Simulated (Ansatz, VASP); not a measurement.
Cs: VASP beside Ansatz

```
CELL_PARAMETERS angstrom
4.78766 0.00000 0.00000
0.00000 4.78766 0.00000
0.00000 0.00000 4.78766
ATOMIC_POSITIONS crystal
Cs 0.00000 0.00000 0.00000
```

Alike in both runs: task single point; functional PBEsol; k mesh 7 × 7 × 7; occupations fermi-dirac, width 0.1 eV; no spin polarisation.

|  | VASP | Ansatz |
| --- | --- | --- |
| version | VASP 6.6.1 | Ansatz 0.2.0 |
| potentials or method | VASP PAW PBE potentials, release 64 (Cs_sv), cutoff 520 eV | plane waves (420 eV) with PAW, scalar-relativistic |
| valence electrons in the cell | 9 | 9 |

|  | VASP | Ansatz | Ansatz less VASP |
| --- | --- | --- | --- |
| pressure (GPa) | 0.1 | 0.1 | 0.00 |

VASP's potentials were made for PBE, not for PBEsol, and Ansatz warns of the same on its side. With one functional, cell and mesh, what is left measures potentials, basis and numerics.

Spin-orbit coupling is off throughout.
